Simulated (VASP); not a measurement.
# Cs2Ba2H (P6/mmm) in VASP: single point with PBE

Aim: the single point of Cs2Ba2H with PBE.

All numbers are computed with VASP 6.6.1; they aren't measurements. Logs are shortened: lines on timing, memory, paths and dates and some standing lists are left out, and cuts for length are marked.

## Step 1: The cell of the first run

Symmetry: P6/mmm, No. 191, hexagonal system. Conventional cell: a = 5.857 Å, b = 5.857 Å, c = 6.384 Å, α = 90.00°, β = 90.00°, γ = 120.00°. Cs (site symmetry -6m2) has 3 H at 3.38 Å and 3 Cs at 3.38 Å and 6 Ba at 3.77 Å within 4.4 Å. Within 2.2 Å of Ba (site symmetry 6mm) lie 1 H at 1.66 Å. Within 2.2 Å of H (site symmetry 6/mmm) lie 2 Ba at 1.66 Å.

The cell was built from a structure type or drawn by symmetry, and may not be a known phase.

## Step 2: Single point, PBE

Contents of INCAR:

```
SYSTEM = Cs2Ba2H
PREC = Accurate
ENCUT = 520
EDIFF = 1E-7
ISMEAR = 0
SIGMA = 0.1
LREAL = .FALSE.
LASPH = .TRUE.
NELM = 80
ALGO = Normal
ISIF = 2
LWAVE = .FALSE.
LCHARG = .FALSE.
GGA = PE
NBANDS = 28
```

Contents of KPOINTS:

```
Automatic mesh
0
G
  3 3 4
  0 0 0
```

Contents of POSCAR:

```
Cs2Ba2H
1.0
    5.8574566600      0.0000000000      0.0000000000
   -2.9287283300      5.0727062700      0.0000000000
    0.0000000000      0.0000000000      6.3840058800
Cs Ba H
2 2 1
Direct
    0.3333333300      0.6666666700      0.0000000000
    0.6666666700      0.3333333300      0.0000000000
    0.0000000000      0.0000000000      0.2594074800
    0.0000000000      0.0000000000      0.7405925200
    0.0000000000      0.0000000000      0.0000000000
```

Potentials or basis: VASP PAW PBE potentials, release 64 (Cs_sv, Ba_sv, H).

The run is started by

```
> cat potpaw_PBE.64/Cs_sv/POTCAR potpaw_PBE.64/Ba_sv/POTCAR potpaw_PBE.64/H/POTCAR > POTCAR
> mpirun -np 1 vasp_std > vasp.out
```

OUTCAR:

```text
SYSTEM = Cs2Ba2H
   PREC = Accurate
   ENCUT = 520
   EDIFF = 1E-7
   ISMEAR = 0
   LREAL = .FALSE.
   LASPH = .TRUE.
   NELM = 80
   ISIF = 2
   GGA = PE

 ion  position               nearest neighbor table
   1  0.333  0.667  0.000-   3 3.77   4 3.77   3 3.77   4 3.77   3 3.77   4 3.77
   2  0.667  0.333  0.000-   3 3.77   4 3.77   3 3.77   4 3.77   3 3.77   4 3.77
   3  0.000  0.000  0.259-   5 1.66   4 3.07   4 3.31   2 3.77   1 3.77   2 3.77   1 3.77   2 3.77
                             1 3.77
   4  0.000  0.000  0.741-   5 1.66   3 3.07   3 3.31   1 3.77   2 3.77   2 3.77   1 3.77   2 3.77
                             1 3.77
   5  0.000  0.000  0.000-   3 1.66   4 1.66

  LATTYP: Found a hexagonal cell.
 ALAT       =     5.8574566600
 C/A-ratio  =     1.0898938312

  Lattice vectors:

 A1 = (   5.8574566600,   0.0000000000,   0.0000000000)
 A2 = (  -2.9287283300,   5.0727062700,   0.0000000000)
 A3 = (   0.0000000000,   0.0000000000,   6.3840058800)

Analysis of symmetry for initial positions (statically):
=====================================================================
 Subroutine PRICEL returns:
 Original cell was already a primitive cell.

 Routine SETGRP: Setting up the symmetry group for a
 hexagonal supercell.

 Subroutine GETGRP returns: Found 24 space group operations
 (whereof 24 operations were pure point group operations)
 out of a pool of 24 trial point group operations.

The static configuration has the point symmetry D_6h.

Analysis of symmetry for dynamics (positions and initial velocities):
=====================================================================
 Subroutine PRICEL returns:
 Original cell was already a primitive cell.

 Routine SETGRP: Setting up the symmetry group for a
 hexagonal supercell.

 Subroutine GETGRP returns: Found 24 space group operations
 (whereof 24 operations were pure point group operations)
 out of a pool of 24 trial point group operations.

The dynamic configuration has the point symmetry D_6h.

 Subroutine INISYM returns: Found 24 space group operations
 (whereof 24 operations are pure point group operations),
 and found     1 'primitive' translations

----------------------------------------------------------------------------------------

                                     Primitive cell

  volume of cell :     189.6890

  direct lattice vectors                    reciprocal lattice vectors
     5.857456660  0.000000000  0.000000000     0.170722561  0.098566716  0.000000000
    -2.928728330  5.072706270  0.000000000     0.000000000  0.197133433  0.000000000
     0.000000000  0.000000000  6.384005880     0.000000000  0.000000000  0.156641460

  length of vectors
     5.857456660  5.857456661  6.384005880     0.197133433  0.197133433  0.156641460

  position of ions in fractional coordinates (direct lattice)
     0.333333330  0.666666670  0.000000000
     0.666666670  0.333333330  0.000000000
     0.000000000  0.000000000  0.259407480
     0.000000000  0.000000000  0.740592520
     0.000000000  0.000000000  0.000000000

  ion indices of the primitive-cell ions
   primitive index   ion index
                 1           1
                 2           2
                 3           3
                 4           4
                 5           5

----------------------------------------------------------------------------------------

 KPOINTS: Automatic mesh

Automatic generation of k-mesh.
 Grid dimensions read from file:
 generate k-points for:    3    3    4

 Generating k-lattice:

  Cartesian coordinates                     Fractional coordinates (reciprocal lattice)
     0.056907520  0.032855572  0.000000000     0.333333333 -0.000000000  0.000000000
     0.000000000  0.065711144  0.000000000     0.000000000  0.333333333  0.000000000
     0.000000000  0.000000000  0.039160365     0.000000000  0.000000000  0.250000000

  Length of vectors
     0.065711144  0.065711144  0.039160365

  Shift w.r.t. Gamma in fractional coordinates (k-lattice)
     0.000000000  0.000000000  0.000000000

 Subroutine IBZKPT returns following result:
 ===========================================

 Found      9 irreducible k-points:

 Following reciprocal coordinates:
            Coordinates               Weight
  0.000000  0.000000  0.000000      1.000000
  0.333333  0.000000  0.000000      6.000000
  0.333333  0.333333  0.000000      2.000000
  0.000000  0.000000  0.250000      2.000000
  0.333333  0.000000  0.250000     12.000000
  0.333333  0.333333  0.250000      4.000000
  0.000000  0.000000  0.500000      1.000000
  0.333333  0.000000  0.500000      6.000000
  0.333333  0.333333  0.500000      2.000000
   k-points           NKPTS =      9   k-points in BZ     NKDIM =      9   number of bands    NBANDS=     28
   number of dos      NEDOS =    301   number of ions     NIONS =      5
   total plane-waves  NPLWV = 110592
   dimension x,y,z NGX =    48 NGY =   48 NGZ =   48
   dimension x,y,z NGXF=    96 NGYF=   96 NGZF=   96
   ions per type =               2   2   1
   NGX,Y,Z   is equivalent  to a cutoff of  13.62, 13.62, 12.50 a.u.
   NGXF,Y,Z  is equivalent  to a cutoff of  27.25, 27.25, 25.00 a.u.
 SYSTEM =  Cs2Ba2H
   PREC   = accura    normal or accurate (medium, high low for compatibility)
   ISTART =      0    job   : 0-new  1-cont  2-samecut
   ICHARG =      2    charge: 1-file 2-atom 10-const
   ISPIN  =      1    spin polarized calculation?
   LNONCOLLINEAR =      F non collinear calculations
   LSORBIT =      F    spin-orbit coupling
   LASPH  =      T    aspherical Exc in radial PAW
   ENCUT  =  520.0 eV  38.22 Ry    6.18 a.u.  10.89 10.89 11.87*2*pi/ulx,y,z
   NELM   =     80;   NELMIN=  2; NELMDL= -5     # of ELM steps
   EDIFF  = 0.1E-06   stopping-criterion for ELM
   LREAL  =      F    real-space projection
   EDIFFG = 0.1E-05   stopping-criterion for IOM
   NSW    =      0    number of steps for IOM
   IBRION =     -1    ionic relax: 0-MD 1-quasi-New 2-CG
   NFREE  =      0    steps in history (QN), initial steepest desc. (CG)
   ISIF   =      2    stress and relaxation
   ISYM   =      2    0-nonsym 1-usesym 2-fastsym
   POTIM  = 0.5000    time-step for ionic-motion
   TEBEG  =    0.0;   TEEND  =   0.0 temperature during run
   PSTRESS=    0.0 pullay stress
   NELECT =      39.0000    total number of electrons
   NUPDOWN=      -1.0000    fix difference up-down
   EMIN   =  10.00;   EMAX   =-10.00  energy-range for DOS
   EFERMI =   0.00;   METHOD = LEGACY
   ISMEAR =     0;   SIGMA  =   0.10  broadening in eV -4-tet -1-fermi 0-gaus
   EFERMI_NEDOS =   21; number of points for ismear=-14 and -15
   IALGO  =     38    algorithm
   IMIX   =      4    mixing-type and parameters
     AMIX     =   0.40;   BMIX     =  1.00
     AMIX_MAG =   1.60;   BMIX_MAG =  1.00
  volume/ion in A,a.u.               =      37.94       256.02
  Fermi-wavevector in a.u.,A,eV,Ry     =   0.966234  1.825918 12.702511  0.933608
  Thomas-Fermi vector in A             =   2.096018
   LORBIT       =      0    0 simple, 1 ext, 2 COOP (PROOUT), +10 PAW based schemes
   GGA     = PE    functional components
   LHFCALC =     F    Hartree Fock is set to
   AEXX    =    0.0000 exact exchange contribution
   IVDW    =     0    specifies the selected vdW correction
   LEPSILON=     F    determine dielectric tensor
   LRPA    =     F    only Hartree local field effects (RPA)
 non-spin polarized calculation
 Gauss-broadening in eV      SIGMA  =   0.10
  energy-cutoff  :      520.00
  volume of cell :      189.69
 maximum number of plane-waves:      5148
 NGX is ok and might be reduce to    48
   NGX = 21   NGY = 21   NGZ = 23

 number of electron      38.9999994 magnetization

 Free energy of the ion-electron system (eV)
  ---------------------------------------------------
  ext. energy  EPLUGINS =         0.00000000
  ---------------------------------------------------
  free energy    TOTEN  =        -0.29084147 eV

  energy without entropy =       -0.25918264  energy(sigma->0) =       -0.27501206

 E-fermi :   3.0004     XC(G=0):  -8.1580

 val. band max:        2.9785128367   @ k =   0.3333   0.0000   0.2500
 cond. band min:       3.0115741212   @ k =   0.0000   0.0000   0.2500
 fundamental gap:      0.0330612845
 Fermi energy:         3.0004159076

 k-point     1 :       0.0000    0.0000    0.0000
  band No.  band energies     occupation
      1     -25.5496      2.00000
      2     -24.8650      2.00000
      3     -21.2006      2.00000
      4     -20.4875      2.00000
      5     -13.2829      2.00000
      6     -10.9116      2.00000
[... 20 lines left out ...]
     27       6.2276      0.00000
     28       6.9399      0.00000

 k-point     2 :       0.3333    0.0000    0.0000
  band No.  band energies     occupation
      1     -25.5455      2.00000
      2     -24.8642      2.00000
      3     -21.0713      2.00000
      4     -20.6545      2.00000
      5     -13.3117      2.00000
      6     -11.0101      2.00000
[... 20 lines left out ...]
     27       5.8931      0.00000
     28       6.1577      0.00000

 k-point     3 :       0.3333    0.3333    0.0000
  band No.  band energies     occupation
      1     -25.5435      2.00000
      2     -24.8638      2.00000
      3     -20.8727      2.00000
      4     -20.8727      2.00000
      5     -13.3313      2.00000
      6     -10.9016      2.00000
[... 20 lines left out ...]
     27       5.6243      0.00000
     28       5.6243      0.00000

 k-point     4 :       0.0000    0.0000    0.2500
  band No.  band energies     occupation
      1     -25.4602      2.00000
      2     -24.9761      2.00000
      3     -21.1991      2.00000
      4     -20.4875      2.00000
      5     -12.8315      2.00000
      6     -10.8284      2.00000
[... 20 lines left out ...]
     27       6.1828      0.00000
     28       6.1828      0.00000

 k-point     5 :       0.3333    0.0000    0.2500
  band No.  band energies     occupation
      1     -25.4563      2.00000
      2     -24.9748      2.00000
      3     -21.0707      2.00000
      4     -20.6544      2.00000
      5     -12.8611      2.00000
      6     -10.9255      2.00000
[... 20 lines left out ...]
     27       5.6024      0.00000
     28       5.9638      0.00000

 k-point     6 :       0.3333    0.3333    0.2500
  band No.  band energies     occupation
      1     -25.4544      2.00000
      2     -24.9741      2.00000
      3     -20.8725      2.00000
      4     -20.8725      2.00000
      5     -12.8820      2.00000
      6     -10.8274      2.00000
[... 20 lines left out ...]
     27       5.4243      0.00000
     28       5.8813      0.00000

 k-point     7 :       0.0000    0.0000    0.5000
  band No.  band energies     occupation
      1     -25.2564      2.00000
      2     -25.2014      2.00000
      3     -21.1976      2.00000
      4     -20.4875      2.00000
      5     -11.9476      2.00000
      6     -11.0228      2.00000
[... 20 lines left out ...]
     27       5.6658      0.00000
     28       5.6658      0.00000

 k-point     8 :       0.3333    0.0000    0.5000
  band No.  band energies     occupation
      1     -25.2516      2.00000
      2     -25.2006      2.00000
      3     -21.0702      2.00000
      4     -20.6542      2.00000
      5     -11.9910      2.00000
      6     -11.0168      2.00000
[... 20 lines left out ...]
     27       5.3306      0.00000
     28       5.6934      0.00000

 k-point     9 :       0.3333    0.3333    0.5000
  band No.  band energies     occupation
      1     -25.2493      2.00000
      2     -25.2002      2.00000
      3     -20.8724      2.00000
      4     -20.8724      2.00000
      5     -12.0237      2.00000
      6     -11.0137      2.00000
[... 20 lines left out ...]
     27       5.2114      0.00000
     28       5.5746      0.00000

------------------------ aborting loop because EDIFF is reached ----------------------------------------

  FORCE on cell =-STRESS in cart. coord.  units (eV):
  Direction    XX          YY          ZZ          XY          YZ          ZX
  --------------------------------------------------------------------------------------
  -------------------------------------------------------------------------------------
  Total        6.9813457      6.9813457     38.2289854      0.0000000     -0.0000000      0.0000000
  in kB       58.9668120     58.9668120    322.8949673      0.0000000     -0.0000000      0.0000000
  external PRESSURE =     146.9428638 kB  Pullay stress =       0.0000000 kB

 VOLUME and BASIS-vectors are now :
 -----------------------------------------------------------------------------
  energy-cutoff  :      520.00
  volume of cell :      189.69
      direct lattice vectors                 reciprocal lattice vectors
     5.857456660  0.000000000  0.000000000     0.170722561  0.098566716  0.000000000
    -2.928728330  5.072706270  0.000000000     0.000000000  0.197133433  0.000000000
     0.000000000  0.000000000  6.384005880     0.000000000  0.000000000  0.156641460

 POSITION                                       TOTAL-FORCE (eV/Angst)
 -----------------------------------------------------------------------------------
     -0.00000      3.38180      0.00000        -0.000000     -0.000000      0.000000
      2.92873      1.69090      0.00000        -0.000000      0.000000      0.000000
      0.00000      0.00000      1.65606         0.000000      0.000000      8.152334
      0.00000      0.00000      4.72795         0.000000     -0.000000     -8.152334
      0.00000      0.00000      0.00000         0.000000     -0.000000      0.000000
 -----------------------------------------------------------------------------------
    total drift:                               -0.000000      0.000000     -0.000000

  FREE ENERGIE OF THE ION-ELECTRON SYSTEM (eV)
  ---------------------------------------------------
  free  energy   TOTEN  =        -0.2908414737 eV

  energy  without entropy=       -0.2591826392  energy(sigma->0) =       -0.27501206
```

Wall time 58 s (1 thread of Intel Xeon Platinum 8488C (Sapphire Rapids), shared host); peak memory 0.34 GiB.

What came out:

```
Free energy            : -0.2908 eV
Pressure               : 14.7 GPa
Largest force          : 8.152 eV/Å
Band gap on the k mesh : zero (an odd number of electrons rules out a gap without spin polarisation)
```

Forces in eV/Å, atoms in the order of the input:
```
Cs   0.000  0.000  0.000
Cs   0.000  0.000  0.000
Ba   0.000  0.000  8.152
Ba   0.000  0.000 -8.152
H    0.000  0.000  0.000
```

Stress tensor (GPa, compression positive):
```
 5.90  0.00  0.00
 0.00  5.90  0.00
 0.00  0.00 32.29
```

Levels at points of the mesh, in eV from the Fermi level:
```tsv
k point	band 17	band 18	band 19	band 20	band 21	band 22	band 23	band 24
(0.00, 0.00, 0.00)	-3.33	-1.72	-0.20	-0.20	0.36	0.36	1.14	1.48
(0.00, 0.00, 0.50)	-0.69	-0.34	-0.24	-0.21	-0.21	0.86	0.86	2.19
```

Caveat: the k points lie up to 0.41 Å⁻¹ apart, too coarse for converged energies and pressures of a metal; spin-orbit coupling is left out, which moves the levels of the heavy elements; forces of over 1 eV/Å act on the atoms, so gaps and moduli don't describe the material at rest.
